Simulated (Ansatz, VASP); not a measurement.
# MgSi in VASP and in Ansatz

File POSCAR:

```
MgSi
1.0
    2.9903633700      0.0000000000      0.0000000000
    0.0000000000      2.9903633700      0.0000000000
    0.0000000000      0.0000000000      3.8815507008
Mg Si
1 1
Direct
    0.0000000000      0.0000000000      0.0000000000
    0.5000000000      0.5000000000      0.5000000000
```

File INCAR.step1:

```
SYSTEM = MgSi
PREC = Accurate ; ENCUT = 520
ISMEAR = 0 ; SIGMA = 0.15
LREAL = .FALSE. ; LASPH = .TRUE.
NELM = 60 ; NBANDS = 10
GGA = PE ; ALGO = Normal
EDIFF = 1E-4 ; LWAVE = .TRUE.
LCHARG = .FALSE.
```

INCAR.step2

```
SYSTEM = MgSi
PREC = Accurate ; ENCUT = 520
EDIFF = 1E-7 ; ISMEAR = 0
SIGMA = 0.15 ; LREAL = .FALSE.
LASPH = .TRUE. ; NELM = 60
ALGO = Normal ; ISIF = 2
LWAVE = .FALSE. ; LCHARG = .FALSE.
METAGGA = R2SCAN ; LMIXTAU = .TRUE.
NBANDS = 10 ; ISTART = 1
```

Contents of KPOINTS:

```
Automatic mesh
0
G
  18 18 14
  0 0 0
```

Input for Ansatz:

```yaml
crystal:
  lattice:
    - [2.99036337, 0.0, 0.0]
    - [0.0, 2.99036337, 0.0]
    - [0.0, 0.0, 3.8815507008]
  atoms:
    - { symbol: Mg, position: [0.0, 0.0, 0.0] }
    - { symbol: Si, position: [0.5, 0.5, 0.5] }
basis:
  ecutwfc: 500
kpoints:
  mp_grid: { grid: [18, 18, 14] }
hamiltonian:
  xc: r2scan
scf:
  occupations: { method: gaussian, width: 0.15 }
output:
  forces: true
  stress: true
  eigenvalues: true
```

Alike in both runs: task single point; functional r2SCAN; k mesh 18 × 18 × 14; occupations gaussian, width 0.15 eV; no spin polarisation.

|  | VASP | Ansatz |
| --- | --- | --- |
| version | VASP 6.6.1 | Ansatz 0.2.0 |
| potentials or method | VASP PAW PBE potentials, release 64 (Mg, Si), cutoff 520 eV | scalar-relativistic, plane waves, PAW |
| valence electrons in the cell | 6 | 14 |

```tsv
	VASP	Ansatz	Ansatz less VASP
gap on the k mesh at the Fermi level (eV)	none	none	-
pressure (GPa)	-0.4	-0.1	+0.31
traceless stress, the component that is largest in VASP (GPa)	2.04	2.10	+0.056
```

VASP's potentials were made for PBE, not for r2SCAN. A gap of «none» marks a metal or a gap that the smearing closes. VASP's potentials hold 6 valence electrons a cell and Ansatz's 14, so a difference there can come from the potentials and not from the codes.
